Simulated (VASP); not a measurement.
Here is a VASP 6.6.1 calculation.

File INCAR:

```
ALGO     = Normal         # electronic algorithm
EDIFF    = 1E-6           # SCF threshold, eV
ENCUT    = 520            # plane-wave cutoff, eV
GGA      = PE             # functional
ISIF     = 2              # what is computed and relaxed
ISMEAR   = 0              # smearing method
LASPH    = True           # aspherical terms in the spheres
LCHARG   = False          # write CHGCAR
LREAL    = False          # projectors in reciprocal space
LWAVE    = False          # write WAVECAR
NBANDS   = 26             # bands
NELM     = 60             # most SCF steps
PREC     = Accurate       # precision mode
SIGMA    = 0.1            # smearing width, eV
```

File KPOINTS:

```
k-points
0
Gamma
  3 3 4
```

File POSCAR:

```
InTe4
1.0
    5.8382484600      0.0000000000      0.0000000000
   -2.9191242300      5.0560714800      0.0000000000
    0.0000000000      0.0000000000      5.3460086800
In Te
1 4
Direct
    0.0000000000      0.0000000000      0.5000000000
    0.5000000000      0.0000000000      0.0000000000
    0.0000000000      0.5000000000      0.0000000000
    0.5000000000      0.5000000000      0.0000000000
    0.0000000000      0.0000000000      0.0000000000
```

Potentials or basis: VASP PAW PBE potentials, release 64 (In_d, Te).

Launch:

```bash
$ cat potpaw_PBE.64/In_d/POTCAR potpaw_PBE.64/Te/POTCAR > POTCAR
$ mpirun -np 1 vasp_std > vasp.out
```

**Question.** What does it give for the band gap on the k mesh?

**Answer.** Zero (an odd number of electrons rules out a gap without spin polarisation).

**Question.** Predict the pressure.

**Answer.** 19.0 GPa.

Stress tensor (GPa, compression positive):
```
22.86  0.00  0.00
 0.00 22.86  0.00
 0.00  0.00 11.34
```

Caveat: the k points lie up to 0.41 Å⁻¹ apart, too coarse for converged energies and pressures of a metal; spin-orbit coupling is left out, which moves the levels of the heavy elements.
